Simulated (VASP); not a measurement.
# Hg (I4/mmm) in VASP: single point with r2SCAN

Aim: the single point of Hg with r2SCAN.

Program: VASP 6.6.1. These are calculated values, not measurements. Logs are shortened: lines on timing, memory, paths and dates and some standing lists are left out, and cuts for length are marked.

**1. The cell of the first run**

It takes space group I4/mmm (No. 139, tetragonal). Conventional cell: a = 4.139 Å, b = 4.139 Å, c = 3.605 Å, α = 90.00°, β = 90.00°, γ = 90.00°. Hg (site symmetry 4/mmm) has 14 Hg at 3.44 to 4.14 Å within 4.5 Å.

**2. Single point, r2SCAN**

POSCAR reads:

```
Hg
1.0
   -2.0696950000      2.0696950000      1.8022580000
    2.0696950000     -2.0696950000      1.8022580000
    2.0696950000      2.0696950000     -1.8022580000
Hg
1
Direct
    0.0000000000      0.0000000000      0.0000000000
```

INCAR.step1 reads:

```
SYSTEM = Hg
PREC     = Accurate       ! precision mode
ENCUT    = 520            ! plane-wave cutoff, eV
ISMEAR   = 0              ! smearing method
SIGMA    = 0.15           ! smearing width, eV
LREAL    = .False.        ! projectors in reciprocal space
LASPH    = .True.         ! aspherical terms in the spheres
NELM     = 80             ! most SCF steps
NBANDS   = 12             ! bands
GGA      = PE             ! functional
ALGO     = Normal         ! electronic algorithm
EDIFF    = 1E-4           ! SCF threshold, eV
LWAVE    = .True.         ! write WAVECAR
LCHARG   = .False.        ! write CHGCAR
```

INCAR.step2 reads:

```
SYSTEM = Hg
PREC     = Accurate       ! precision mode
ENCUT    = 520            ! plane-wave cutoff, eV
EDIFF    = 1E-6           ! SCF threshold, eV
ISMEAR   = 0              ! smearing method
SIGMA    = 0.15           ! smearing width, eV
LREAL    = .False.        ! projectors in reciprocal space
LASPH    = .True.         ! aspherical terms in the spheres
NELM     = 80             ! most SCF steps
ALGO     = Normal         ! electronic algorithm
ISIF     = 2              ! what is computed and relaxed
LWAVE    = .False.        ! write WAVECAR
LCHARG   = .False.        ! write CHGCAR
METAGGA  = R2SCAN         ! meta-GGA
LMIXTAU  = .True.       
NBANDS   = 12             ! bands
ISTART   = 1
```

KPOINTS reads:

```
Automatic mesh
0
Gamma
  20 20 20
  0 0 0
```

Potentials or basis: VASP PAW PBE potentials, release 64 (Hg).

Run with:

```
$ cat potpaw_PBE.64/Hg/POTCAR > POTCAR
$ cp INCAR.step1 INCAR
$ mpirun -np 1 vasp_std > vasp.out
$ cp INCAR.step2 INCAR
$ mpirun -np 1 vasp_std > vasp.out
```

OUTCAR:

```text
SYSTEM = Hg
   PREC = Accurate
   ENCUT = 520
   EDIFF = 1E-6
   ISMEAR = 0
   LREAL = .False.
   LASPH = .True.
   NELM = 80
   ISIF = 2
   METAGGA = R2SCAN
   ISTART = 1

 ion  position               nearest neighbor table
   1  0.000  0.000  0.000-

  LATTYP: Found a body centered tetragonal cell.
 ALAT       =     4.1393900000
 C/A-ratio  =     0.8707843426

  Lattice vectors:

 A1 = (  -2.0696950000,   2.0696950000,   1.8022580000)
 A2 = (   2.0696950000,  -2.0696950000,   1.8022580000)
 A3 = (   2.0696950000,   2.0696950000,  -1.8022580000)

Analysis of symmetry for initial positions (statically):
=====================================================================
 Subroutine PRICEL returns:
 Original cell was already a primitive cell.

 Routine SETGRP: Setting up the symmetry group for a
 body centered tetragonal supercell.

 Subroutine GETGRP returns: Found 16 space group operations
 (whereof 16 operations were pure point group operations)
 out of a pool of 16 trial point group operations.

The static configuration has the point symmetry D_4h.

Analysis of symmetry for dynamics (positions and initial velocities):
=====================================================================
 Subroutine PRICEL returns:
 Original cell was already a primitive cell.

 Routine SETGRP: Setting up the symmetry group for a
 body centered tetragonal supercell.

 Subroutine GETGRP returns: Found 16 space group operations
 (whereof 16 operations were pure point group operations)
 out of a pool of 16 trial point group operations.

The dynamic configuration has the point symmetry D_4h.

 Subroutine INISYM returns: Found 16 space group operations
 (whereof 16 operations are pure point group operations),
 and found     1 'primitive' translations

----------------------------------------------------------------------------------------

                                     Primitive cell

  volume of cell :      30.8809

  direct lattice vectors                    reciprocal lattice vectors
    -2.069695000  2.069695000  1.802258000     0.000000000  0.241581489  0.277429758
     2.069695000 -2.069695000  1.802258000     0.241581489  0.000000000  0.277429758
     2.069695000  2.069695000 -1.802258000     0.241581489  0.241581489  0.000000000

  length of vectors
     3.437354897  3.437354897  3.437354897     0.367870747  0.367870747  0.341647818

  position of ions in fractional coordinates (direct lattice)
     0.000000000  0.000000000  0.000000000

  ion indices of the primitive-cell ions
   primitive index   ion index
                 1           1

----------------------------------------------------------------------------------------

 KPOINTS: Automatic mesh

Automatic generation of k-mesh.
 Grid dimensions read from file:
 generate k-points for:   20   20   20

 Generating k-lattice:

  Cartesian coordinates                     Fractional coordinates (reciprocal lattice)
     0.000000000  0.012079074  0.013871488     0.050000000 -0.000000000  0.000000000
     0.012079074  0.000000000  0.013871488    -0.000000000  0.050000000  0.000000000
     0.012079074  0.012079074  0.000000000     0.000000000  0.000000000  0.050000000

  Length of vectors
     0.018393537  0.018393537  0.017082391

  Shift w.r.t. Gamma in fractional coordinates (k-lattice)
     0.000000000  0.000000000  0.000000000

 Subroutine IBZKPT returns following result:
 ===========================================

 Found    641 irreducible k-points:

 Following reciprocal coordinates:
            Coordinates               Weight
  0.000000  0.000000  0.000000      1.000000
  0.050000 -0.000000  0.000000      8.000000
  0.100000  0.000000 -0.000000      8.000000
  0.150000 -0.000000  0.000000      8.000000
  0.200000  0.000000 -0.000000      8.000000
  0.250000 -0.000000  0.000000      8.000000
[... 16 lines left out ...]
 -0.400000  0.050000 -0.000000     16.000000
 -0.350000  0.050000 -0.000000     16.000000
 [... further k-points ...]
   k-points           NKPTS =    641   k-points in BZ     NKDIM =    641   number of bands    NBANDS=     12
   number of dos      NEDOS =    301   number of ions     NIONS =      1
   total plane-waves  NPLWV =  21952
   dimension x,y,z NGX =    28 NGY =   28 NGZ =   28
   dimension x,y,z NGXF=    56 NGYF=   56 NGZF=   56
   ions per type =               1
   NGX,Y,Z   is equivalent  to a cutoff of  13.54, 13.54, 13.54 a.u.
   NGXF,Y,Z  is equivalent  to a cutoff of  27.08, 27.08, 27.08 a.u.
 SYSTEM =  Hg
   PREC   = accura    normal or accurate (medium, high low for compatibility)
   ISTART =      1    job   : 0-new  1-cont  2-samecut
   ICHARG =      0    charge: 1-file 2-atom 10-const
   ISPIN  =      1    spin polarized calculation?
   LNONCOLLINEAR =      F non collinear calculations
   LSORBIT =      F    spin-orbit coupling
   LASPH  =      T    aspherical Exc in radial PAW
   ENCUT  =  520.0 eV  38.22 Ry    6.18 a.u.   6.39  6.39  6.39*2*pi/ulx,y,z
   NELM   =     80;   NELMIN=  2; NELMDL=  0     # of ELM steps
   EDIFF  = 0.1E-05   stopping-criterion for ELM
   LREAL  =      F    real-space projection
   EDIFFG = 0.1E-04   stopping-criterion for IOM
   NSW    =      0    number of steps for IOM
   IBRION =     -1    ionic relax: 0-MD 1-quasi-New 2-CG
   NFREE  =      0    steps in history (QN), initial steepest desc. (CG)
   ISIF   =      2    stress and relaxation
   ISYM   =      2    0-nonsym 1-usesym 2-fastsym
   POTIM  = 0.5000    time-step for ionic-motion
   TEBEG  =    0.0;   TEEND  =   0.0 temperature during run
   PSTRESS=    0.0 pullay stress
   NELECT =      12.0000    total number of electrons
   NUPDOWN=      -1.0000    fix difference up-down
   EMIN   =  10.00;   EMAX   =-10.00  energy-range for DOS
   EFERMI =   0.00;   METHOD = LEGACY
   ISMEAR =     0;   SIGMA  =   0.15  broadening in eV -4-tet -1-fermi 0-gaus
   EFERMI_NEDOS =   21; number of points for ismear=-14 and -15
   IALGO  =     38    algorithm
   IMIX   =      4    mixing-type and parameters
     AMIX     =   0.40;   BMIX     =  1.00
     AMIX_MAG =   1.60;   BMIX_MAG =  1.00
  volume/ion in A,a.u.               =      30.88       208.39
  Fermi-wavevector in a.u.,A,eV,Ry     =   1.194645  2.257551 19.417902  1.427176
  Thomas-Fermi vector in A             =   2.330630
   LORBIT       =      0    0 simple, 1 ext, 2 COOP (PROOUT), +10 PAW based schemes
   METAGGA = R2SCAN    functional components
   LHFCALC =     F    Hartree Fock is set to
   AEXX    =    0.0000 exact exchange contribution
   IVDW    =     0    specifies the selected vdW correction
   LEPSILON=     F    determine dielectric tensor
   LRPA    =     F    only Hartree local field effects (RPA)
 non-spin polarized calculation
 Gauss-broadening in eV      SIGMA  =   0.15
  energy-cutoff  :      520.00
  volume of cell :       30.88
 maximum number of plane-waves:       855
 NGX is ok and might be reduce to    28
   NGX = 13   NGY = 13   NGZ = 13

 number of electron      12.0000002 magnetization

 Free energy of the ion-electron system (eV)
  ---------------------------------------------------
  ext. energy  EPLUGINS =         0.00000000
  ---------------------------------------------------
  free energy    TOTEN  =       -49.34323059 eV

  energy without entropy =      -49.34180068  energy(sigma->0) =      -49.34251563

 E-fermi :   0.8561     XC(G=0):  -9.9028

 val. band max:        0.8535958171   @ k =  -0.0500   0.5000   0.0500
 cond. band min:       0.8761170003   @ k =  -0.3500  -0.4500   0.3500
 fundamental gap:      0.0225211832
 Fermi energy:         0.8560819853

 k-point     1 :       0.0000    0.0000    0.0000
  band No.  band energies     occupation
      1      -6.4993      2.00000
      2      -6.0834      2.00000
      3      -5.8313      2.00000
      4      -5.8313      2.00000
      5      -5.6081      2.00000
      6      -5.3273      2.00000
      7      12.9660      0.00000
      8      12.9660      0.00000
      9      15.2724      0.00000
     10      16.1806      0.00000
     11      16.1806      0.00000
     12      16.9841      0.00000

 k-point     2 :       0.0500   -0.0000    0.0000
  band No.  band energies     occupation
      1      -6.4400      2.00000
      2      -6.0744      2.00000
      3      -5.8306      2.00000
      4      -5.8283      2.00000
      5      -5.6028      2.00000
      6      -5.3342      2.00000
      7      12.7434      0.00000
      8      12.8207      0.00000
      9      14.7419      0.00000
     10      15.9083      0.00000
     11      16.0339      0.00000
     12      16.7844      0.00000

 k-point     3 :       0.1000    0.0000   -0.0000
  band No.  band energies     occupation
      1      -6.2732      2.00000
      2      -6.0574      2.00000
      3      -5.8207      2.00000
      4      -5.8101      2.00000
      5      -5.5847      2.00000
      6      -5.3530      2.00000
      7      12.0857      0.00000
      8      12.4213      0.00000
      9      13.4825      0.00000
     10      15.3672      0.00000
     11      15.7017      0.00000
     12      16.6851      0.00000
[... 286 lines left out ...]
 k-point    23 :      -0.4000    0.0500   -0.0000
  band No.  band energies     occupation
      1      -6.2397      2.00000
      2      -6.2076      2.00000
      3      -5.4658      2.00000
      4      -5.3296      2.00000
      5      -5.2112      2.00000
      6      -2.8789      2.00000
      7       3.6591      0.00000
      8       8.7373      0.00000
      9       9.9567      0.00000
     10      13.3548      0.00000
     11      14.7384      0.00000
     12      18.8718      0.00000

 k-point    24 :      -0.3500    0.0500   -0.0000
  band No.  band energies     occupation
      1      -6.1748      2.00000
      2      -6.1702      2.00000
      3      -5.4520      2.00000
      4      -5.3923      2.00000
      5      -5.3339      2.00000
      6      -3.7309      2.00000
      7       5.1708      0.00000
      8       9.1292      0.00000
      9      10.3553      0.00000
     10      13.5461      0.00000
     11      14.9497      0.00000
     12      18.6752      0.00000

 [... further k-points ...]

------------------------ aborting loop because EDIFF is reached ----------------------------------------

  FORCE on cell =-STRESS in cart. coord.  units (eV):
  Direction    XX          YY          ZZ          XY          YZ          ZX
  --------------------------------------------------------------------------------------
  -------------------------------------------------------------------------------------
  Total       -0.2929132     -0.2929132     -0.2258746      0.0000000      0.0000000      0.0000000
  in kB      -15.1970728    -15.1970728    -11.7189377      0.0000000      0.0000000      0.0000000
  external PRESSURE =     -14.0376945 kB  Pullay stress =       0.0000000 kB

 VOLUME and BASIS-vectors are now :
 -----------------------------------------------------------------------------
  energy-cutoff  :      520.00
  volume of cell :       30.88
      direct lattice vectors                 reciprocal lattice vectors
    -2.069695000  2.069695000  1.802258000     0.000000000  0.241581489  0.277429758
     2.069695000 -2.069695000  1.802258000     0.241581489  0.000000000  0.277429758
     2.069695000  2.069695000 -1.802258000     0.241581489  0.241581489  0.000000000

 POSITION                                       TOTAL-FORCE (eV/Angst)
 -----------------------------------------------------------------------------------
      0.00000      0.00000      0.00000        -0.000000      0.000000      0.000000
 -----------------------------------------------------------------------------------
    total drift:                               -0.000000     -0.000000     -0.000000

  FREE ENERGIE OF THE ION-ELECTRON SYSTEM (eV)
  ---------------------------------------------------
  free  energy   TOTEN  =       -49.3432305879 eV

  energy  without entropy=      -49.3418006757  energy(sigma->0) =      -49.34251563
```

It took 14 min on 1 thread of Intel Xeon Platinum 8375C at 2.90GHz (Ice Lake), shared host; peak memory 0.35 GiB.

What came out:

* Free energy: -49.3432 eV
* Pressure: -1.4 GPa
* Band gap on the k mesh: zero (bands 6 and 7 overlap by 1.55 eV)

Stress tensor (GPa, compression positive):
```
-1.52  0.00  0.00
 0.00 -1.52  0.00
 0.00  0.00 -1.17
```

Levels at points of the mesh, in eV from the Fermi level:
```
           k point  band 3  band 4  band 5  band 6  band 7  band 8  band 9  band 10
(0.00, 0.00, 0.00)   -6.69   -6.69   -6.46   -6.18   12.11   12.11   14.42    15.32
(0.50, 0.00, 0.00)   -6.34   -6.09   -5.90   -1.62   -0.11    7.79    8.81    12.00
(0.50, 0.50, 0.00)   -6.52   -6.33   -5.93   -2.45   -0.57    9.83   11.24    14.64
(0.50, 0.50, 0.50)   -6.01   -6.01   -5.93    0.98    3.06    3.06    5.87     8.38
```

Caveat: the PAW data sets were made with another functional, which shifts forces and pressure a little; spin-orbit coupling is left out, which moves the levels of the heavy elements.

The gap in the log of VASP goes by the Fermi energy; the results here count the filled bands.